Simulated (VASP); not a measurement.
# Zn (Im-3m) in VASP: notebook, part 2 of 2

VASP 6.6.1. Earlier steps stand in the parts before.

**3. Single point, PBE+D3(BJ), collinear spin, ferromagnetic start (volume scaled by 0.96)**

INCAR

```
PREC = Accurate ; ENCUT = 520
EDIFF = 1E-6 ; ISMEAR = 1
SIGMA = 0.025 ; LREAL = F
LASPH = T ; NELM = 150
ALGO = Fast ; ISIF = 2
LWAVE = F ; LCHARG = T
ISPIN = 2 ; MAGMOM = 0.5
LORBIT = 11 ; GGA = PE
IVDW = 12 ; LELF = T
LVHAR = T ; NBANDS = 16
```

KPOINTS

```
Automatic mesh
0
Gamma
  12 12 12
```

POSCAR

```
Zn
1.0
   -1.5478311978      1.5478311978      1.5478311978
    1.5478311978     -1.5478311978      1.5478311978
    1.5478311978      1.5478311978     -1.5478311978
Zn
1
Direct
    0.0000000000      0.0000000000      0.0000000000
```

Potentials or basis: VASP PAW PBE potentials, release 64 (Zn).

On the command line:

```bash
> cat potpaw_PBE.64/Zn/POTCAR > POTCAR
> mpirun -np 1 vasp_std > vasp.out
```

OUTCAR:

```text
PREC = Accurate
   ENCUT = 520
   EDIFF = 1E-6
   ISMEAR = 1
   LREAL = F
   LASPH = T
   NELM = 150
   ISIF = 2
   ISPIN = 2
   LORBIT = 11
   GGA = PE
   IVDW = 12
 IVDW          = 12

 ion  position               nearest neighbor table
   1  0.000  0.000  0.000-

  LATTYP: Found a body centered cubic cell.
 ALAT       =     3.0956623956

  Lattice vectors:

[... 1125 lines left out ...]

  FORCE on cell =-STRESS in cart. coord.  units (eV):
  Direction    XX          YY          ZZ          XY          YZ          ZX
  --------------------------------------------------------------------------------------
  -------------------------------------------------------------------------------------
  Total      -0.17988    -0.17988    -0.17988     0.00000     0.00000     0.00000
  in kB     -19.42932   -19.42932   -19.42932     0.00000     0.00000     0.00000
  external pressure =      -19.43 kB  Pullay stress =        0.00 kB

 VOLUME and BASIS-vectors are now :
 -----------------------------------------------------------------------------
  energy-cutoff  :      520.00
  volume of cell :       14.83
      direct lattice vectors                 reciprocal lattice vectors
    -1.547831198  1.547831198  1.547831198     0.000000000  0.323032641  0.323032641
     1.547831198 -1.547831198  1.547831198     0.323032641  0.000000000  0.323032641
     1.547831198  1.547831198 -1.547831198     0.323032641  0.323032641  0.000000000

 POSITION                                       TOTAL-FORCE (eV/Angst)
 -----------------------------------------------------------------------------------
      0.00000      0.00000      0.00000        -0.000000      0.000000      0.000000
 -----------------------------------------------------------------------------------
    total drift:                                0.000000     -0.000000      0.000000

  FREE ENERGIE OF THE ION-ELECTRON SYSTEM (eV)
  ---------------------------------------------------
  free  energy   TOTEN  =        -1.4221425213 eV

  energy  without entropy=       -1.4222121866  energy(sigma->0) =       -1.42216574

 total charge

# of ion       s       p       d       tot
------------------------------------------
    1        0.603   0.436   9.729  10.768

 magnetization (x)

# of ion       s       p       d       tot
------------------------------------------
    1       -0.013  -0.010  -0.006  -0.029
```

It took 12 s on 1 thread of Intel Xeon 6975P-C (Granite Rapids), shared host; peak memory 0.15 GiB.

What came out:

- Free energy: -1.4221 eV
- Pressure: -1.9 GPa
- Net moment: -0.05 μB per cell
- Site moments: Zn -0.03 μB
- Valence electrons inside the program's atomic spheres: Zn 10.77
- Dispersion energy per atom: -0.412 eV

Caveat: the cell differs from its parent crystal (volume scaled by 0.96); three body term missing; pairwise dispersion overbinds metals, which lowers pressure and volume.

**4. Single point, PBE+D3(BJ), collinear spin, ferromagnetic start (volume scaled by 0.98)**

INCAR

```
  PREC = Accurate
  ENCUT = 520
  EDIFF = 1E-7
  ISMEAR = 1
  SIGMA = 0.025
  LREAL = F
  LASPH = T
  NELM = 150
  ALGO = Normal
  ISIF = 2
  LWAVE = F
  LCHARG = F
  ISPIN = 2
  MAGMOM = 0.5
  LORBIT = 11
  GGA = PE
  IVDW = 12
  NBANDS = 16
```

KPOINTS is that of step 3.

POSCAR

```
Zn
1.0
   -1.5585062330      1.5585062330      1.5585062330
    1.5585062330     -1.5585062330      1.5585062330
    1.5585062330      1.5585062330     -1.5585062330
Zn
1
Direct
    0.0000000000      0.0000000000      0.0000000000
```

On the command line:

```bash
> cat potpaw_PBE.64/Zn/POTCAR > POTCAR
> mpirun -np 1 vasp_std > vasp.out
```

Wall time 12 s (1 thread of Intel Xeon 6975P-C (Granite Rapids), shared host); peak memory 0.15 GiB.

Results (log left out):

- Free energy: -1.4176 eV
- Pressure: -2.9 GPa
- Band gap on the k mesh: zero (filled and empty bands overlap)
- Net moment: 0.00 μB per cell
- Valence electrons inside the program's atomic spheres: Zn 10.75
- Dispersion energy per atom: -0.403 eV

Levels at points of the mesh, in eV from the Fermi level:
Spin up:
```tsv
k point	band 4	band 5	band 6	band 7	band 8	band 9
(0.00, 0.00, 0.00)	-7.78	-7.26	-7.26	19.33	19.33	19.33
(0.50, 0.00, 0.00)	-7.23	-6.92	-2.69	-0.93	11.47	12.83
(0.50, 0.50, 0.50)	-7.00	-7.00	4.25	4.25	4.25	7.72
```
Spin down:
| k point | band 3 | band 4 | band 5 | band 6 | band 7 | band 8 | band 9 | band 10 |
| --- | --- | --- | --- | --- | --- | --- | --- | --- |
| (0.00, 0.00, 0.00) | -7.78 | -7.78 | -7.26 | -7.26 | 19.33 | 19.33 | 19.33 | 20.92 |
| (0.50, 0.00, 0.00) | -7.29 | -7.23 | -6.92 | -2.69 | -0.93 | 11.47 | 12.83 | 15.46 |
| (0.50, 0.50, 0.50) | -7.00 | -7.00 | -7.00 | 4.25 | 4.25 | 4.25 | 7.72 | 8.65 |

Caveat: the cell differs from its parent crystal (volume scaled by 0.98); three body term missing; pairwise dispersion overbinds metals, which lowers pressure and volume.

**5. Single point, PBE+D3(BJ), collinear spin, ferromagnetic start**

This run uses another cell than the first one, of 15.45 Å³/atom, 1.064 times its volume.

INCAR

```
PREC = Accurate ; ENCUT = 520
EDIFF = 1E-6 ; ISMEAR = 1
SIGMA = 0.025 ; LREAL = F
LASPH = T ; NELM = 150
ALGO = Normal ; ISIF = 2
LWAVE = F ; LCHARG = F
ISPIN = 2 ; MAGMOM = 0.5
LORBIT = 11 ; GGA = PE
IVDW = 12 ; NBANDS = 16
```

KPOINTS

```
regular mesh
0
Gamma
  12 12 12
```

POSCAR

```
Zn
1.0
   -1.5690370000      1.5690370000      1.5690370000
    1.5690370000     -1.5690370000      1.5690370000
    1.5690370000      1.5690370000     -1.5690370000
Zn
1
Direct
    0.0000000000      0.0000000000      0.0000000000
```

On the command line:

```bash
> cat potpaw_PBE.64/Zn/POTCAR > POTCAR
> mpirun -np 1 vasp_std > vasp.out
```

Wall time 12 s (1 thread of Intel Xeon 6975P-C (Granite Rapids), shared host); peak memory 0.15 GiB.

It converged, with:

* Free energy: -1.4107 eV
* Pressure: -4.1 GPa
* Band gap on the k mesh: zero (filled and empty bands overlap)
* Net moment: 0.00 μB per cell
* Valence electrons inside the program's atomic spheres: Zn 10.74
* Dispersion energy per atom: -0.395 eV

Levels at points of the mesh, in eV from the Fermi level:
Spin up:
```
           k point  band 3  band 4  band 5  band 6  band 7  band 8  band 9  band 10
(0.00, 0.00, 0.00)   -7.70   -7.70   -7.20   -7.20   19.02   19.02   19.02    20.77
(0.50, 0.00, 0.00)   -7.23   -7.17   -6.87   -2.59   -0.94   11.33   12.72    15.32
(0.50, 0.50, 0.50)   -6.95   -6.95   -6.95    4.24    4.24    4.24    7.50     8.59
```
Spin down:
| k point | band 3 | band 4 | band 5 | band 6 | band 7 | band 8 | band 9 | band 10 |
| --- | --- | --- | --- | --- | --- | --- | --- | --- |
| (0.00, 0.00, 0.00) | -7.70 | -7.70 | -7.20 | -7.20 | 19.02 | 19.02 | 19.02 | 20.77 |
| (0.50, 0.00, 0.00) | -7.23 | -7.17 | -6.87 | -2.58 | -0.94 | 11.33 | 12.72 | 15.32 |
| (0.50, 0.50, 0.50) | -6.95 | -6.95 | -6.95 | 4.24 | 4.24 | 4.24 | 7.50 | 8.60 |

Caveat: three body term missing; pairwise dispersion overbinds metals, which lowers pressure and volume.

**6. Overview**

| cell | gap on the mesh (eV) | pressure (GPa) | moment (μB) |
| --- | --- | --- | --- |
| a = 2.662 Å, angles 109.5°, 1 atom | none | -0.7 | 0.03 |
| a = 2.681 Å, angles 109.5°, 1 atom | none | -1.9 | 0.05 |
| a = 2.699 Å, angles 109.5°, 1 atom | none | -2.9 | 0.00 |
| a = 2.718 Å, angles 109.5°, 1 atom | none | -4.1 | 0.00 |

Alike in all rows: task single point; level PBE+D3(BJ); potentials or basis VASP PAW PBE potentials, release 64 (Zn); spin collinear, ferromagnetic start; k mesh 12 × 12 × 12; cutoff (eV) 520; smearing methfessel-paxton 0.025 eV.

Caveats: three body term missing; pairwise dispersion overbinds metals, which lowers pressure and volume.

Total energies depend on the potentials used, so only differences within one code and one set of settings carry meaning.
